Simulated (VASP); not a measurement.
# Ir12O in VASP: further runs

Runs on Ir12O. Level: PBE. Tasks: single point.

Program: VASP 6.6.1. These are calculated values, not measurements. Logs are shortened: lines on timing, memory, paths and dates and some standing lists are left out, and cuts for length are marked.

**1. The cell of the first run**

The cell holds a slab with vacuum, 13 atoms: a = 5.431 Å, b = 5.431 Å, c = 15.434 Å, α = 90.00°, β = 90.00°, γ = 60.00°.

**2. Single point, PBE**

Input file INCAR:

```
SYSTEM = Ir12O
  PREC = Accurate
  ENCUT = 520
  EDIFF = 1E-7
  ISMEAR = 0
  SIGMA = 0.05
  LREAL = .FALSE.
  LASPH = .TRUE.
  NELM = 80
  ALGO = Normal
  ISIF = 2
  LWAVE = .FALSE.
  LCHARG = .TRUE.
  GGA = PE
  LELF = .TRUE.
  LVHAR = .TRUE.
  NBANDS = 69
```

Input file KPOINTS:

```
Automatic mesh
0
G
  4 4 1
  0 0 0
```

Input file POSCAR:

```
Ir12O
1.0
    5.4305800000      0.0000000000      0.0000000000
    2.7152900000      4.7030200000      0.0000000000
    0.0000000000      0.0000000000     15.4340500000
Ir O
12 1
Direct
    0.1666666312      0.1666667375      0.0647918077
    0.6666666312      0.1666667375      0.0647918077
    0.1666666312      0.6666667375      0.0647918077
    0.6666666312      0.6666667375      0.0647918077
   -0.1634833763      0.3350955344      0.2083068929
    0.3370095710      0.3334544612      0.2020216340
   -0.1632548508      0.8329196984      0.2083433059
    0.3391802916      0.8325726873      0.2082548651
    0.0066150836      0.0005120114      0.3465743599
    0.5071634483     -0.0009887264      0.3526873374
    0.0060838280      0.5006206650      0.3526621334
    0.5077885810      0.5017359059      0.3529157933
    0.3406687008      0.3338731283      0.4386766273
```

Potentials or basis: VASP PAW PBE potentials, release 64 (Ir, O).

On the command line:

```console
$ cat potpaw_PBE.64/Ir/POTCAR potpaw_PBE.64/O/POTCAR > POTCAR
$ mpirun -np 1 vasp_std > vasp.out
```

OUTCAR:

```text
SYSTEM = Ir12O
   PREC = Accurate
   ENCUT = 520
   EDIFF = 1E-7
   ISMEAR = 0
   LREAL = .FALSE.
   LASPH = .TRUE.
   NELM = 80
   ISIF = 2
   GGA = PE

 ion  position               nearest neighbor table
   1  0.167  0.167  0.065-   6 2.65   5 2.71   8 2.72   3 2.72   3 2.72   4 2.72   4 2.72   2 2.72
                             2 2.72
   2  0.667  0.167  0.065-   6 2.62   4 2.72   3 2.72   4 2.72   3 2.72   1 2.72   1 2.72   7 2.72
                             5 2.73
   3  0.167  0.667  0.065-   6 2.63   7 2.70   1 2.72   1 2.72   2 2.72   2 2.72   4 2.72   4 2.72
                             8 2.73
   4  0.667  0.667  0.065-   8 2.70   5 2.71   2 2.72   1 2.72   2 2.72   1 2.72   3 2.72   3 2.72
                             7 2.72
   5  0.837  0.335  0.208-   9 2.65   8 2.70   7 2.70   1 2.71   4 2.71  12 2.72   6 2.72   6 2.72
                             7 2.73   2 2.73  11 2.73   8 2.73
   6  0.337  0.333  0.202-   2 2.62   3 2.63   1 2.65   5 2.72   8 2.72   7 2.72   7 2.72   8 2.72
                             5 2.72  11 2.80  10 2.81  12 2.82
   7  0.837  0.833  0.208-   9 2.66   8 2.70   5 2.70   3 2.70  10 2.71   2 2.72   6 2.72   6 2.72
                            11 2.72   4 2.72   5 2.73   8 2.73
   8  0.339  0.833  0.208-   9 2.65   4 2.70   5 2.70   7 2.70   1 2.72   6 2.72   6 2.72  12 2.72
                             3 2.73   7 2.73  10 2.73   5 2.73
   9  0.007  0.001  0.347-   8 2.65   5 2.65   7 2.66  10 2.72  11 2.72  12 2.72  12 2.72  11 2.72
                            10 2.72
  10  0.507  0.999  0.353-  13 2.06  12 2.70  11 2.71   7 2.71   9 2.72   9 2.72  11 2.72   8 2.73
                            12 2.73   6 2.81
  11  0.006  0.501  0.353-  13 2.06  12 2.70  10 2.71   9 2.72   9 2.72   7 2.72  10 2.72  12 2.73
                             5 2.73   6 2.80
  12  0.508  0.502  0.353-  13 2.06  10 2.70  11 2.70   5 2.72   9 2.72   9 2.72   8 2.72  11 2.73
                            10 2.73   6 2.82
  13  0.341  0.334  0.439-  12 2.06  11 2.06  10 2.06

  LATTYP: Found a hexagonal cell.
 ALAT       =     5.4305797945
 C/A-ratio  =     2.8420630180

  Lattice vectors:

 A1 = (  -2.7152900000,  -4.7030200000,   0.0000000000)
 A2 = (   5.4305800000,   0.0000000000,   0.0000000000)
 A3 = (   0.0000000000,   0.0000000000,  15.4340500000)

Analysis of symmetry for initial positions (statically):
=====================================================================
 Subroutine PRICEL returns:
 Original cell was already a primitive cell.

 Routine SETGRP: Setting up the symmetry group for a
 hexagonal supercell.

 Subroutine GETGRP returns: Found  1 space group operations
 (whereof  1 operations were pure point group operations)
 out of a pool of 24 trial point group operations.

[... 137 lines left out ...]
   EFERMI_NEDOS =   21; number of points for ismear=-14 and -15
   IALGO  =     38    algorithm
   IMIX   =      4    mixing-type and parameters
     AMIX     =   0.40;   BMIX     =  1.00
     AMIX_MAG =   1.60;   BMIX_MAG =  1.00
  volume/ion in A,a.u.               =      30.32       204.62
  Fermi-wavevector in a.u.,A,eV,Ry     =   1.082619  2.045852 15.946884  1.172063
  Thomas-Fermi vector in A             =   2.218664
   LORBIT       =      0    0 simple, 1 ext, 2 COOP (PROOUT), +10 PAW based schemes
   GGA     = PE    functional components
   LHFCALC =     F    Hartree Fock is set to
   AEXX    =    0.0000 exact exchange contribution
   IVDW    =     0    specifies the selected vdW correction
   LEPSILON=     F    determine dielectric tensor
   LRPA    =     F    only Hartree local field effects (RPA)
 non-spin polarized calculation
 Gauss-broadening in eV      SIGMA  =   0.05
  energy-cutoff  :      520.00
  volume of cell :      394.19
 maximum number of plane-waves:     10640
   NGX = 21   NGY = 21   NGZ = 57

 number of electron     114.0000007 magnetization

 Free energy of the ion-electron system (eV)
  ---------------------------------------------------
  ext. energy  EPLUGINS =         0.00000000
  ---------------------------------------------------
  free energy    TOTEN  =      -105.25868162 eV

  energy without entropy =     -105.22496585  energy(sigma->0) =     -105.24182374

 E-fermi :   1.5317     XC(G=0):  -7.4093

 val. band max:        1.5316422857   @ k =   0.0000   0.2500   0.0000
 cond. band min:       1.5346592705   @ k =   0.2500   0.0000   0.0000
 fundamental gap:      0.0030169847
 Fermi energy:         1.5316535639

 k-point     1 :       0.0000    0.0000    0.0000
  band No.  band energies     occupation
      1     -18.2775      2.00000
      2      -8.6255      2.00000
      3      -6.7803      2.00000
      4      -6.3452      2.00000
      5      -6.0884      2.00000
      6      -6.0862      2.00000
[... 709 lines left out ...]
     68       2.4717      0.00000
     69       2.7776      0.00000

------------------------ aborting loop because EDIFF is reached ----------------------------------------

  FORCE on cell =-STRESS in cart. coord.  units (eV):
  Direction    XX          YY          ZZ          XY          YZ          ZX
  --------------------------------------------------------------------------------------
  -------------------------------------------------------------------------------------
  Total       -5.0316286     -5.0180169      0.6435176     -0.2454488     -0.0427496     -0.9382112
  in kB      -20.4510783    -20.3957536      2.6155804     -0.9976280     -0.1737560     -3.8133640
  external PRESSURE =     -12.7437505 kB  Pullay stress =       0.0000000 kB

 VOLUME and BASIS-vectors are now :
 -----------------------------------------------------------------------------
  energy-cutoff  :      520.00
  volume of cell :      394.19
      direct lattice vectors                 reciprocal lattice vectors
     5.430580000  0.000000000  0.000000000     0.184142394 -0.106314666  0.000000000
     2.715290000  4.703020000  0.000000000     0.000000000  0.212629332  0.000000000
     0.000000000  0.000000000 15.434050000     0.000000000  0.000000000  0.064791808

 POSITION                                       TOTAL-FORCE (eV/Angst)
 -----------------------------------------------------------------------------------
      1.35764      0.78384      1.00000        -0.032250     -0.046577     -0.045673
      4.07293      0.78384      1.00000         0.162493     -0.060883     -0.073156
      2.71529      3.13535      1.00000         0.052960      0.112119     -0.060932
      5.43058      3.13535      1.00000         0.078973      0.000662      0.044686
      5.45265      1.57596      3.21502        -0.024477      0.006512      0.005767
      2.73558      1.56824      3.11801        -0.021656      0.004115      0.015310
      6.80563      3.91724      3.21558        -0.027502     -0.001946     -0.000723
      4.10262      3.91561      3.21422        -0.021403     -0.002800      0.012469
      0.03731      0.00241      5.34905        -0.042494     -0.007303      0.028180
      5.46680      4.69837      5.44339        -0.042346     -0.073676     -0.031202
      1.39237      2.35443      5.44301        -0.109574      0.037021     -0.041329
      4.11995      2.35967      5.44692         0.021394      0.036238     -0.039096
      2.75659      1.57021      6.77056         0.005882     -0.003480      0.185698
 -----------------------------------------------------------------------------------
    total drift:                               -0.000561      0.000332     -0.000752

  FREE ENERGIE OF THE ION-ELECTRON SYSTEM (eV)
  ---------------------------------------------------
  free  energy   TOTEN  =      -105.2586816205 eV

  energy  without entropy=     -105.2249658514  energy(sigma->0) =     -105.24182374
```

OSZICAR:

```text
N       E                     dE             d eps       ncg     rms          rms(c)
DAV:   1     0.120549584269E+04    0.12055E+04   -0.47805E+04  1380   0.148E+03
DAV:   2     0.232930467460E+02   -0.11822E+04   -0.11146E+04  1395   0.456E+02
DAV:   3    -0.104249664525E+03   -0.12754E+03   -0.11950E+03  2112   0.136E+02
[... 24 lines left out ...]
DAV:  28    -0.105258680447E+03   -0.93462E-06   -0.10093E-07  1027   0.138E-03    0.999E-04
DAV:  29    -0.105258680981E+03   -0.53373E-06   -0.43054E-08   849   0.889E-04    0.569E-04
DAV:  30    -0.105258681365E+03   -0.38470E-06   -0.31883E-08   828   0.852E-04    0.292E-04
DAV:  31    -0.105258681552E+03   -0.18631E-06   -0.20032E-08   788   0.606E-04    0.251E-04
DAV:  32    -0.105258681621E+03   -0.68720E-07   -0.92001E-09   750   0.340E-04
   1 F= -.10525868E+03 E0= -.10524182E+03  d E =-.337158E-01
```

stdout:

```text
POSCAR found type information on POSCAR IrO
 POSCAR found :  2 types and      13 ions
 scaLAPACK will be used
 LDA part: xc-table for (Slater+PW92), standard interpolation
 POSCAR, INCAR and KPOINTS ok, starting setup
 FFT: planning ... GRIDC
 FFT: planning ... GRID_SOFT
 FFT: planning ... GRID
 WAVECAR not read
 entering main loop
```

Wall time 12 min (1 thread of Intel Xeon Platinum 8488C (Sapphire Rapids), shared host); peak memory 0.57 GiB.

Results:

* Free energy: -105.2587 eV
* Largest force: 0.188 eV/Å
* Band gap on the k mesh: zero (bands 57 and 58 overlap by 1.04 eV)

Forces in eV/Å, atoms in the order of the input:
```
Ir  -0.032 -0.047 -0.046
Ir   0.162 -0.061 -0.073
Ir   0.053  0.112 -0.061
Ir   0.079  0.001  0.045
Ir  -0.024  0.007  0.006
Ir  -0.022  0.004  0.015
Ir  -0.028 -0.002 -0.001
Ir  -0.021 -0.003  0.012
Ir  -0.042 -0.007  0.028
Ir  -0.042 -0.074 -0.031
Ir  -0.110  0.037 -0.041
Ir   0.021  0.036 -0.039
O    0.006 -0.003  0.186
```

Caveat: there is no dipole correction, which matters where the two faces differ; spin-orbit coupling is left out, which moves the levels of the heavy elements.

**3. Single point, PBE**

Input file INCAR:

```
SYSTEM = Ir12O
PREC = Accurate
ENCUT = 520
EDIFF = 1E-7
ISMEAR = 0
SIGMA = 0.05
LREAL = .FALSE.
LASPH = .TRUE.
NELM = 80
ALGO = Normal
ISIF = 2
LWAVE = .FALSE.
LCHARG = .TRUE.
GGA = PE
LELF = .TRUE.
LVHAR = .TRUE.
NBANDS = 69
```

KPOINTS is that of step 2.

Input file POSCAR:

```
Ir12O
1.0
    5.4305800000      0.0000000000      0.0000000000
    2.7152900000      4.7030200000      0.0000000000
    0.0000000000      0.0000000000     15.4340500000
Ir O
12 1
Direct
    0.1666667000      0.1666667000      0.0647918000
    0.6666667000      0.1666667000      0.0647918000
    0.1666667000      0.6666667000      0.0647918000
    0.6666667000      0.6666667000      0.0647918000
   -0.1676024300      0.3338099944      0.2050085859
    0.3338108530      0.3338139956      0.2050069440
   -0.1666599064      0.8333422130      0.2131511712
    0.3338070800      0.8324002510      0.2050088065
   -0.0009119894     -0.0009030057      0.3526933117
    0.5018922551     -0.0009173475      0.3527036683
   -0.0009273208      0.5019032548      0.3527047285
    0.5000173981      0.5000239223      0.3478022477
    0.1666865229      0.1666973620      0.4403798452
```

Potentials or basis: VASP PAW PBE potentials, release 64 (Ir, O).

On the command line:

```console
$ cat potpaw_PBE.64/Ir/POTCAR potpaw_PBE.64/O/POTCAR > POTCAR
$ mpirun -np 1 vasp_std > vasp.out
```

Wall time 28 min (1 thread of Intel Xeon 8259CL, shared host); peak memory 0.58 GiB.

The run converged. Its results:

```
Free energy            : -105.4331 eV
Largest force          : 0.138 eV/Å
Band gap on the k mesh : zero (bands 57 and 58 overlap by 1.08 eV)
```

Forces on the atoms (eV/Å):
```
Ir   0.000  0.000  0.006
Ir   0.000 -0.118 -0.062
Ir  -0.102  0.059 -0.062
Ir   0.102  0.059 -0.062
Ir  -0.019  0.011  0.021
Ir   0.019  0.011  0.022
Ir   0.000  0.000 -0.020
Ir   0.000 -0.022  0.021
Ir  -0.053 -0.031 -0.003
Ir   0.053 -0.030 -0.004
Ir   0.000  0.060 -0.004
Ir   0.000  0.000  0.009
O    0.000  0.000  0.138
```

Levels at points of the mesh, in eV from the Fermi level:
| k point | band 54 | band 55 | band 56 | band 57 | band 58 | band 59 | band 60 | band 61 | band 62 | band 63 |
| --- | --- | --- | --- | --- | --- | --- | --- | --- | --- | --- |
| (0.00, 0.00, 0.00) | 0.37 | 0.58 | 0.58 | 0.66 | 0.66 | 0.75 | 0.97 | 1.02 | 1.02 | 1.20 |
| (0.50, 0.00, 0.00) | -1.01 | -0.79 | -0.73 | -0.48 | -0.42 | -0.30 | -0.25 | -0.16 | 0.38 | 0.50 |
| (0.50, 0.50, 0.00) | -1.01 | -0.79 | -0.73 | -0.48 | -0.42 | -0.30 | -0.25 | -0.16 | 0.38 | 0.50 |
| (0.00, 0.50, 0.00) | -1.01 | -0.79 | -0.73 | -0.48 | -0.42 | -0.30 | -0.25 | -0.16 | 0.38 | 0.50 |

Caveat: there is no dipole correction, which matters where the two faces differ; spin-orbit coupling is left out, which moves the levels of the heavy elements.

**4. Single point, PBE**

Input file INCAR:

```
SYSTEM = Ir12O
PREC = Accurate ; ENCUT = 520
EDIFF = 1E-6 ; ISMEAR = 0
SIGMA = 0.05 ; LREAL = .False.
LASPH = .True. ; NELM = 80
ALGO = Normal ; ISIF = 2
LWAVE = .False. ; LCHARG = .False.
GGA = PE ; NBANDS = 69
```

Input file KPOINTS:

```
regular mesh
0
Gamma
  4 4 1
  0 0 0
```

Input file POSCAR:

```
Ir12O
1.0
    5.4305800000      0.0000000000      0.0000000000
    2.7152900000      4.7030200000      0.0000000000
    0.0000000000      0.0000000000     15.4340500000
Ir O
12 1
Direct
    0.1666666312      0.1666667375      0.0647918077
    0.6666666312      0.1666667375      0.0647918077
    0.1666666312      0.6666667375      0.0647918077
    0.6666666312      0.6666667375      0.0647918077
   -0.1676023360      0.3338099774      0.2050086011
    0.3338107784      0.3338140174      0.2050069165
   -0.1666598638      0.8333421929      0.2131511820
    0.3338070591      0.8324002449      0.2050087955
   -0.0009120560     -0.0009030368      0.3526932983
    0.5018921900     -0.0009172829      0.3527036649
   -0.0009273158      0.5019032451      0.3527047016
    0.5000173714      0.5000238145      0.3478022295
    0.1666864931      0.1666973562      0.4403798744
```

Potentials or basis: VASP PAW PBE potentials, release 64 (Ir, O).

On the command line:

```console
$ cat potpaw_PBE.64/Ir/POTCAR potpaw_PBE.64/O/POTCAR > POTCAR
$ mpirun -np 1 vasp_std > vasp.out
```

OUTCAR:

```text
SYSTEM = Ir12O
   PREC = Accurate
   ENCUT = 520
   EDIFF = 1E-6
   ISMEAR = 0
   LREAL = .False.
   LASPH = .True.
   NELM = 80
   ISIF = 2
   GGA = PE

 ion  position               nearest neighbor table
   1  0.167  0.167  0.065-   8 2.67   5 2.67   6 2.67   3 2.72   3 2.72   4 2.72   4 2.72   2 2.72
                             2 2.72
   2  0.667  0.167  0.065-   6 2.67   5 2.67   4 2.72   3 2.72   4 2.72   3 2.72   1 2.72   1 2.72
                             7 2.77
   3  0.167  0.667  0.065-   6 2.67   8 2.67   1 2.72   1 2.72   2 2.72   2 2.72   4 2.72   4 2.72
                             7 2.77
[... 950 lines left out ...]
  energy-cutoff  :      520.00
  volume of cell :      394.19
      direct lattice vectors                 reciprocal lattice vectors
     5.430580000  0.000000000  0.000000000     0.184142394 -0.106314666  0.000000000
     2.715290000  4.703020000  0.000000000     0.000000000  0.212629332  0.000000000
     0.000000000  0.000000000 15.434050000     0.000000000  0.000000000  0.064791808

 POSITION                                       TOTAL-FORCE (eV/Angst)
 -----------------------------------------------------------------------------------
      1.35764      0.78384      1.00000         0.000211      0.000166      0.005903
      4.07293      0.78384      1.00000         0.000035     -0.117778     -0.061503
      2.71529      3.13535      1.00000        -0.102014      0.058927     -0.061487
      5.43058      3.13535      1.00000         0.102302      0.059054     -0.061502
      5.42679      1.56991      3.16411        -0.018953      0.011391      0.020906
      2.71919      1.56993      3.16409         0.019125      0.011041      0.021525
      6.78829      3.91923      3.28979        -0.000047      0.000044     -0.019914
      4.07297      3.91479      3.16412         0.000390     -0.022068      0.020800
      8.13847      4.69877      5.44349        -0.053281     -0.030814     -0.003394
      5.43837      4.69871      5.44365         0.052552     -0.030101     -0.004074
      6.78836      2.36046      5.44366         0.000253      0.060395     -0.004183
      4.07309      2.35162      5.36800        -0.000317     -0.000128      0.008986
      1.35784      0.78398      6.79685        -0.000256     -0.000129      0.137937
 -----------------------------------------------------------------------------------
    total drift:                               -0.000018      0.000030      0.000482

  FREE ENERGIE OF THE ION-ELECTRON SYSTEM (eV)
  ---------------------------------------------------
  free  energy   TOTEN  =      -105.4331355357 eV

  energy  without entropy=     -105.4084760191  energy(sigma->0) =     -105.42080578
```

Run time: 23 min. Hardware: 1 thread of Intel Xeon 8259CL, shared host; peak memory 0.58 GiB.

Results:

| Property | Result |
| --- | --- |
| Free energy | -105.4331 eV |
| Largest force | 0.138 eV/Å |
| Band gap on the k mesh | zero (bands 57 and 58 overlap by 1.08 eV) |

Forces in eV/Å, atoms in the order of the input:
```
Ir   0.000  0.000  0.006
Ir   0.000 -0.118 -0.062
Ir  -0.102  0.059 -0.061
Ir   0.102  0.059 -0.062
Ir  -0.019  0.011  0.021
Ir   0.019  0.011  0.022
Ir   0.000  0.000 -0.020
Ir   0.000 -0.022  0.021
Ir  -0.053 -0.031 -0.003
Ir   0.053 -0.030 -0.004
Ir   0.000  0.060 -0.004
Ir   0.000  0.000  0.009
O    0.000  0.000  0.138
```

Caveat: there is no dipole correction, which matters where the two faces differ; spin-orbit coupling is left out, which moves the levels of the heavy elements.

The gap in the log of VASP goes by the Fermi energy; the results here count the filled bands.